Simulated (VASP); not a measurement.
**Ti4C: single point with PBE**

The system is Ti4C, a slab with vacuum.

```
Ti C
1.0
     3.25551    0.00000    0.00000
     0.00000    3.25551    0.00000
     0.00000    0.00000   20.17981
Ti C
4 1
Direct
  0.50000 0.50000 0.19822
  0.00000 0.00000 0.27888
  0.50000 0.50000 0.35519
  0.00000 0.00000 0.43012
  0.00000 0.00000 0.52419
```

- Program: VASP 6.6.1
- Task: single point
- Functional: PBE
- Potentials or basis: VASP PAW PBE potentials, release 64 (Ti_sv, C)
- Cutoff: 520 eV
- k mesh: 8 × 8 × 1
- Occupations: gaussian, width 0.1 eV
- Spin: no spin polarisation

| Property | Result |
| --- | --- |
| Largest force | 0.695 eV/Å |
| Band gap on the k mesh | zero (bands 26 and 27 overlap by 0.91 eV) |

Forces on the atoms (eV/Å):
```
Ti   0.000  0.000  0.469
Ti   0.000  0.000 -0.322
Ti   0.000  0.000 -0.695
Ti   0.000  0.000  0.488
C    0.000  0.000  0.060
```

Levels at points of the mesh, in eV from the Fermi level:
```csv
k point,band 24,band 25,band 26,band 27,band 28,band 29
"(0.00, 0.00, 0.00)",-0.36,0.23,0.52,0.52,0.83,0.92
"(0.50, 0.00, 0.00)",-0.28,-0.16,-0.12,0.05,0.67,0.97
"(0.50, 0.50, 0.00)",-0.58,-0.53,-0.39,-0.39,0.32,0.32
```

Run time: 2.8 min on 1 thread of AMD EPYC 9R45 96-Core Processor (Zen 5) (shared host), peak memory 0.29 GiB.
